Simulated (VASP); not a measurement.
# GaP (Cmcm) in VASP: relaxation of cell and atoms with PBE

Aim: the relaxation of cell and atoms of GaP with PBE.

Program: VASP 6.6.1. These are calculated values, not measurements. Logs are shortened: lines on timing, memory, paths and dates and some standing lists are left out, and cuts for length are marked.

**1. The cell of the first run**

It takes space group Cmcm (No. 63, orthorhombic). Conventional cell: a = 4.621 Å, b = 4.927 Å, c = 13.335 Å, α = 90.00°, β = 90.00°, γ = 90.00°. P (site symmetry m) has 2 P at 2.17 to 2.77 Å and 6 Ga at 2.33 to 2.58 Å within 2.9 Å. Within 3.1 Å of P (site symmetry m2m) lie 6 Ga at 2.31 to 2.58 Å and 2 P at 2.77 Å. Within 3.1 Å of Ga (site symmetry m) lie 6 P at 2.33 to 2.56 Å and 2 Ga at 2.61 to 2.64 Å. Ga (site symmetry m2m) has 6 P at 2.31 to 2.58 Å and 2 Ga at 2.61 Å within 3.1 Å.

**2. Relaxation of cell and atoms, PBE, target pressure 42.7 GPa, at which the enthalpy is minimised**

Input file INCAR:

```
PREC = Accurate ; ENCUT = 600
EDIFF = 1E-7 ; ISMEAR = 0
SIGMA = 0.1 ; LREAL = F
LASPH = T ; NELM = 100
ALGO = Normal ; ISIF = 3
LWAVE = F ; LCHARG = F
GGA = PE ; IBRION = 2
NSW = 100 ; EDIFFG = -0.05
PSTRESS = 427.0
```

Input file KPOINTS:

```
regular mesh
0
Gamma
  6 6 2
```

Input file POSCAR:

```
GaP
1.0
    2.3105000000     -2.4635000000      0.0000000000
    2.3105000000      2.4635000000      0.0000000000
    0.0000000000      0.0000000000     13.3350000000
P Ga
6 6
Direct
    0.6110000000      0.3890000000      0.0703000000
    0.3890000000      0.6110000000      0.9297000000
    0.3890000000      0.6110000000      0.5703000000
    0.6110000000      0.3890000000      0.4297000000
    0.8916000000      0.1084000000      0.2500000000
    0.1084000000      0.8916000000      0.7500000000
    0.8936000000      0.1064000000      0.5909000000
    0.1064000000      0.8936000000      0.4091000000
    0.1064000000      0.8936000000      0.0909000000
    0.8936000000      0.1064000000      0.9091000000
    0.4151000000      0.5849000000      0.2500000000
    0.5849000000      0.4151000000      0.7500000000
```

Potentials or basis: VASP PAW PBE potentials, release 64 (P, Ga_d).

Started as:

```
> cat potpaw_PBE.64/P/POTCAR potpaw_PBE.64/Ga_d/POTCAR > POTCAR
> mpirun -np 1 vasp_std > vasp.out
```

OUTCAR:

```text
PREC = Accurate
   ENCUT = 600
   EDIFF = 1E-7
   ISMEAR = 0
   LREAL = F
   LASPH = T
   NELM = 100
   ISIF = 3
   GGA = PE
   IBRION = 2
   NSW = 100
   EDIFFG = -0.05
   PSTRESS = 427.0

 ion  position               nearest neighbor table
   1  0.611  0.389  0.070-   2 2.17   9 2.33   9 2.33   9 2.46   9 2.50  10 2.56  11 2.58   5 2.77

   2  0.389  0.611  0.930-   1 2.17  10 2.33  10 2.33  10 2.46  10 2.50   9 2.56  12 2.58   6 2.77

   3  0.389  0.611  0.570-   4 2.17   7 2.33   7 2.33   7 2.46   7 2.50   8 2.56  12 2.58   6 2.77

   4  0.611  0.389  0.430-   3 2.17   8 2.33   8 2.33   8 2.46   8 2.50   7 2.56  11 2.58   5 2.77

   5  0.892  0.108  0.250-  11 2.31  11 2.31  11 2.35   8 2.37   9 2.37  11 2.58   1 2.77   4 2.77

   6  0.108  0.892  0.750-  12 2.31  12 2.31  12 2.35   7 2.37  10 2.37  12 2.58   3 2.77   2 2.77
[... 7 lines left out ...]
  10  0.894  0.106  0.909-   2 2.33   2 2.33   6 2.37   2 2.46   2 2.50   1 2.56  12 2.61   9 2.64

  11  0.415  0.585  0.250-   5 2.31   5 2.31   5 2.35   5 2.58   4 2.58   1 2.58   8 2.61   9 2.61

  12  0.585  0.415  0.750-   6 2.31   6 2.31   6 2.35   6 2.58   2 2.58   3 2.58  10 2.61   7 2.61

  LATTYP: Found a base centered orthorhombic cell.
 ALAT       =     4.6210000000
 B/A-ratio  =     1.0662194330
 C/A-ratio  =     2.8857390175

  Lattice vectors:

 A1 = (   2.3105000000,  -2.4635000000,   0.0000000000)
 A2 = (   2.3105000000,   2.4635000000,   0.0000000000)
 A3 = (   0.0000000000,   0.0000000000,  13.3350000000)

Analysis of symmetry for initial positions (statically):
=====================================================================
 Subroutine PRICEL returns:
 Original cell was already a primitive cell.

 Routine SETGRP: Setting up the symmetry group for a
 base centered orthorhombic supercell.

 Subroutine GETGRP returns: Found  8 space group operations
 (whereof  4 operations were pure point group operations)
 out of a pool of  8 trial point group operations.

The static configuration has the point symmetry C_2h.
 The point group associated with its full space group is D_2h.

Analysis of symmetry for dynamics (positions and initial velocities):
=====================================================================
 Subroutine PRICEL returns:
 Original cell was already a primitive cell.

 Routine SETGRP: Setting up the symmetry group for a
 base centered orthorhombic supercell.

 Subroutine GETGRP returns: Found  8 space group operations
 (whereof  4 operations were pure point group operations)
 out of a pool of  8 trial point group operations.

The dynamic configuration has the point symmetry C_2h.
 The point group associated with its full space group is D_2h.

 Subroutine INISYM returns: Found  8 space group operations
 (whereof  4 operations are pure point group operations),
 and found     1 'primitive' translations

----------------------------------------------------------------------------------------

                                     Primitive cell

  volume of cell :     151.8034

  direct lattice vectors                    reciprocal lattice vectors
     2.310500000 -2.463500000  0.000000000     0.216403376 -0.202963264  0.000000000
     2.310500000  2.463500000  0.000000000     0.216403376  0.202963264  0.000000000
     0.000000000  0.000000000 13.335000000     0.000000000  0.000000000  0.074990626

  length of vectors
     3.377460955  3.377460955 13.335000000     0.296689244  0.296689244  0.074990626

  position of ions in fractional coordinates (direct lattice)
     0.611000000  0.389000000  0.070300000
     0.389000000  0.611000000  0.929700000
     0.389000000  0.611000000  0.570300000
     0.611000000  0.389000000  0.429700000
     0.891600000  0.108400000  0.250000000
     0.108400000  0.891600000  0.750000000
     0.893600000  0.106400000  0.590900000
     0.106400000  0.893600000  0.409100000
     0.106400000  0.893600000  0.090900000
     0.893600000  0.106400000  0.909100000
     0.415100000  0.584900000  0.250000000
     0.584900000  0.415100000  0.750000000

  ion indices of the primitive-cell ions
   primitive index   ion index
                 1           1
                 2           2
                 3           3
                 4           4
                 5           5
                 6           6
                 7           7
                 8           8
                 9           9
                10          10
                11          11
                12          12

----------------------------------------------------------------------------------------

 KPOINTS: regular mesh

Automatic generation of k-mesh.
 Grid dimensions read from file:
 generate k-points for:    6    6    2

 Generating k-lattice:

  Cartesian coordinates                     Fractional coordinates (reciprocal lattice)
     0.036067229 -0.033827211  0.000000000     0.166666667 -0.000000000  0.000000000
     0.036067229  0.033827211  0.000000000    -0.000000000  0.166666667  0.000000000
     0.000000000  0.000000000  0.037495313     0.000000000  0.000000000  0.500000000

  Length of vectors
     0.049448207  0.049448207  0.037495313

  Shift w.r.t. Gamma in fractional coordinates (k-lattice)
     0.000000000  0.000000000  0.000000000

 Subroutine IBZKPT returns following result:
 ===========================================

 Found     26 irreducible k-points:

 Following reciprocal coordinates:
            Coordinates               Weight
  0.000000  0.000000  0.000000      1.000000
  0.166667 -0.000000  0.000000      4.000000
  0.333333  0.000000  0.000000      4.000000
  0.500000  0.000000  0.000000      2.000000
  0.166667  0.166667  0.000000      2.000000
  0.333333  0.166667  0.000000      4.000000
[... 16 lines left out ...]
  0.333333  0.333333  0.500000      2.000000
  0.500000  0.333333  0.500000      4.000000
 [... further k-points ...]
   k-points           NKPTS =     26   k-points in BZ     NKDIM =     26   number of bands    NBANDS=     64
   number of dos      NEDOS =    301   number of ions     NIONS =     12
   total plane-waves  NPLWV =  84672
   dimension x,y,z NGX =    28 NGY =   28 NGZ =  108
   dimension x,y,z NGXF=    56 NGYF=   56 NGZF=  216
   ions per type =               6   6
   NGX,Y,Z   is equivalent  to a cutoff of  13.78, 13.78, 13.46 a.u.
   NGXF,Y,Z  is equivalent  to a cutoff of  27.56, 27.56, 26.93 a.u.
 SYSTEM =  unknown system
   PREC   = accura    normal or accurate (medium, high low for compatibility)
   ISTART =      0    job   : 0-new  1-cont  2-samecut
   ICHARG =      2    charge: 1-file 2-atom 10-const
   ISPIN  =      1    spin polarized calculation?
   LNONCOLLINEAR =      F non collinear calculations
   LSORBIT =      F    spin-orbit coupling
   LASPH  =      T    aspherical Exc in radial PAW
   ENCUT  =  600.0 eV  44.10 Ry    6.64 a.u.   6.75  6.75 26.63*2*pi/ulx,y,z
   NELM   =    100;   NELMIN=  2; NELMDL= -5     # of ELM steps
   EDIFF  = 0.1E-06   stopping-criterion for ELM
   LREAL  =      F    real-space projection
   EDIFFG = -.5E-01   stopping-criterion for IOM
   NSW    =    100    number of steps for IOM
   IBRION =      2    ionic relax: 0-MD 1-quasi-New 2-CG
   NFREE  =      1    steps in history (QN), initial steepest desc. (CG)
   ISIF   =      3    stress and relaxation
   ISYM   =      2    0-nonsym 1-usesym 2-fastsym
   POTIM  = 0.5000    time-step for ionic-motion
   TEBEG  =    0.0;   TEEND  =   0.0 temperature during run
   PSTRESS=  427.0 pullay stress
   NELECT =     108.0000    total number of electrons
   NUPDOWN=      -1.0000    fix difference up-down
   EMIN   =  10.00;   EMAX   =-10.00  energy-range for DOS
   EFERMI =   0.00;   METHOD = LEGACY
   ISMEAR =     0;   SIGMA  =   0.10  broadening in eV -4-tet -1-fermi 0-gaus
   EFERMI_NEDOS =   21; number of points for ismear=-14 and -15
   IALGO  =     38    algorithm
   IMIX   =      4    mixing-type and parameters
     AMIX     =   0.40;   BMIX     =  1.00
     AMIX_MAG =   1.60;   BMIX_MAG =  1.00
  volume/ion in A,a.u.               =      12.65        85.37
  Fermi-wavevector in a.u.,A,eV,Ry     =   1.461467  2.761771 29.060475  2.135885
  Thomas-Fermi vector in A             =   2.577795
   LORBIT       =      0    0 simple, 1 ext, 2 COOP (PROOUT), +10 PAW based schemes
   GGA     = PE    functional components
   LHFCALC =     F    Hartree Fock is set to
   AEXX    =    0.0000 exact exchange contribution
   IVDW    =     0    specifies the selected vdW correction
   LEPSILON=     F    determine dielectric tensor
   LRPA    =     F    only Hartree local field effects (RPA)
 conjugate gradient relaxation of ions
 non-spin polarized calculation
 Gauss-broadening in eV      SIGMA  =   0.10
  energy-cutoff  :      600.00
  volume of cell :      151.80
 maximum number of plane-waves:      5101
   NGX = 13   NGY = 13   NGZ = 53

--------------------------------------- Ionic step        1  -------------------------------------------

 number of electron     108.0000041 magnetization

 Free energy of the ion-electron system (eV)
  ---------------------------------------------------
  ext. energy  EPLUGINS =         0.00000000
  ---------------------------------------------------
  free energy    TOTEN  =       -44.21792253 eV

  energy without entropy =      -44.19310902  energy(sigma->0) =      -44.20551578

------------------------ aborting loop because EDIFF is reached ----------------------------------------

  FORCE on cell =-STRESS in cart. coord.  units (eV):
  Direction    XX          YY          ZZ          XY          YZ          ZX
  --------------------------------------------------------------------------------------
  -------------------------------------------------------------------------------------
  Total       42.8761120     39.9455776     42.0111779      0.0000000      0.0000000      0.0000000
  in kB      452.5269243    421.5972140    443.3981587      0.0000000      0.0000000      0.0000000
  external PRESSURE =      12.1740990 kB  Pullay stress =     427.0000000 kB
[... 225 lines left out ...]
  enthalpy is  TOTEN    =        -3.7847897224 eV   P V=       40.6140109153

--------------------------------------- Ionic step        6  -------------------------------------------

 number of electron     108.0000028 magnetization

 Free energy of the ion-electron system (eV)
  ---------------------------------------------------
  ext. energy  EPLUGINS =         0.00000000
  ---------------------------------------------------
  free energy    TOTEN  =       -44.39686799 eV

  energy without entropy =      -44.37744334  energy(sigma->0) =      -44.38715567

 E-fermi :  10.9627     XC(G=0): -12.5132

 val. band max:       10.9120249568   @ k =   0.5000   0.0000   0.0000
 cond. band min:      10.9811454118   @ k =   0.5000   0.1667   0.5000
 fundamental gap:      0.0691204550
 Fermi energy:        10.9627066680

 k-point     1 :       0.0000    0.0000    0.0000
  band No.  band energies     occupation
      1      -5.8649      2.00000
      2      -5.4660      2.00000
      3      -5.1286      2.00000
      4      -5.0536      2.00000
      5      -4.9070      2.00000
      6      -4.8828      2.00000
[... 1597 lines left out ...]
     63      15.4795      0.00000
     64      15.4795      0.00000

 [... further k-points ...]
[... 5 lines left out ...]
  --------------------------------------------------------------------------------------
  -------------------------------------------------------------------------------------
  Total       40.6883480     40.5962647     40.7123765      0.0000000      0.0000000      0.0000000
  in kB      427.8106359    426.8424414    428.0632794      0.0000000      0.0000000      0.0000000
  external PRESSURE =       0.5721189 kB  Pullay stress =     427.0000000 kB
[... 27 lines left out ...]
  FREE ENERGIE OF THE ION-ELECTRON SYSTEM (eV)
  ---------------------------------------------------
  free  energy   TOTEN  =       -44.3968679902 eV

  energy  without entropy=      -44.3774433418  energy(sigma->0) =      -44.38715567

  enthalpy is  TOTEN    =        -3.7856181836 eV   P V=       40.6112498066

 reached required accuracy - stopping structural energy minimisation
```

It took 23 min on 1 thread of Intel Xeon 6975P-C (Granite Rapids), shared host; peak memory 0.43 GiB.

Results:

| Item | Value |
| --- | --- |
| Free energy | -44.3969 eV |
| Relaxed volume | 12.70 Å³/atom |
| Relaxed cell | a = 3.375 Å, b = 3.375 Å, c = 13.396 Å, α = 90.00°, β = 90.00°, γ = 92.89° |
| Space group after relaxing (to 0.1 Å) | Cmcm (No. 63) |
| Energy change on relaxing (the run minimises the enthalpy) | -14.9 meV/atom |
| Ionic steps | 6 |
| Pressure after relaxing | 42.8 GPa |
| Largest force after relaxing | 0.050 eV/Å |
| Band gap on the k mesh | zero (bands 54 and 55 overlap by 4.33 eV) |

Forces on the atoms (eV/Å):
```
P    0.000  0.012 -0.002
P    0.000 -0.012  0.002
P    0.000 -0.012 -0.002
P    0.000  0.012  0.002
P    0.000 -0.018  0.000
P    0.000  0.018  0.000
Ga   0.000 -0.007 -0.024
Ga   0.000  0.007  0.024
Ga   0.000  0.007 -0.024
Ga   0.000 -0.007  0.024
Ga   0.000  0.050  0.000
Ga   0.000 -0.050  0.000
```

Step by step:
| step | energy change (eV) | largest force (eV/Å) | pressure (GPa) | volume (Å³) |
| --- | --- | --- | --- | --- |
| 1 | 0.0000 | 0.3202 | 43.92 | 151.80 |
| 2 | -0.5755 | 0.0666 | 40.20 | 153.92 |
| 3 | -0.3692 | 0.0896 | 41.57 | 153.12 |
| 4 | -0.0694 | 0.1101 | 43.40 | 151.98 |
| 5 | -0.1809 | 0.0729 | 42.73 | 152.39 |
| 6 | -0.1789 | 0.0495 | 42.76 | 152.38 |

Final structure:
```
CELL_PARAMETERS angstrom
2.32548 -2.44581 0.00000
2.32548 2.44581 0.00000
0.00000 0.00000 13.39564
ATOMIC_POSITIONS crystal
P 0.61094 0.38906 0.07144
P 0.38906 0.61094 0.92856
P 0.38906 0.61094 0.57144
P 0.61094 0.38906 0.42856
P 0.89080 0.10920 0.25000
P 0.10920 0.89080 0.75000
Ga 0.89312 0.10688 0.59120
Ga 0.10688 0.89312 0.40880
Ga 0.10688 0.89312 0.09120
Ga 0.89312 0.10688 0.90880
Ga 0.41465 0.58535 0.25000
Ga 0.58535 0.41465 0.75000
```

Levels at points of the mesh, in eV from the Fermi level:
```csv
k point,band 50,band 51,band 52,band 53,band 54,band 55,band 56,band 57,band 58,band 59
"(0.00, 0.00, 0.00)",-2.84,-2.82,-0.96,-0.78,-0.66,-0.11,0.03,2.18,2.42,2.42
"(0.50, 0.00, 0.00)",-1.04,-1.02,-1.00,-0.05,0.09,0.57,0.88,1.32,1.48,1.59
"(0.50, 0.50, 0.00)",-5.34,-3.95,-3.74,-3.68,-3.52,-2.67,-1.89,-1.21,0.70,1.91
"(0.00, 0.00, 0.50)",-2.81,-1.76,-1.76,-1.33,-1.33,0.75,0.75,1.63,1.63,2.43
"(0.50, 0.00, 0.50)",-1.44,-1.05,-1.05,0.44,0.44,1.05,1.05,1.53,1.53,2.48
"(0.50, 0.50, 0.50)",-4.99,-4.65,-4.65,-4.22,-4.22,-1.23,-1.23,0.05,0.05,0.36
```

Caveat: the cell is relaxed towards a set pressure, so the run minimises the enthalpy, not the energy; the relaxation stopped at a loose force limit of 0.05 eV/Å, so its end isn't a converged minimum.

The gap in the log of VASP goes by the Fermi energy; the results here count the filled bands.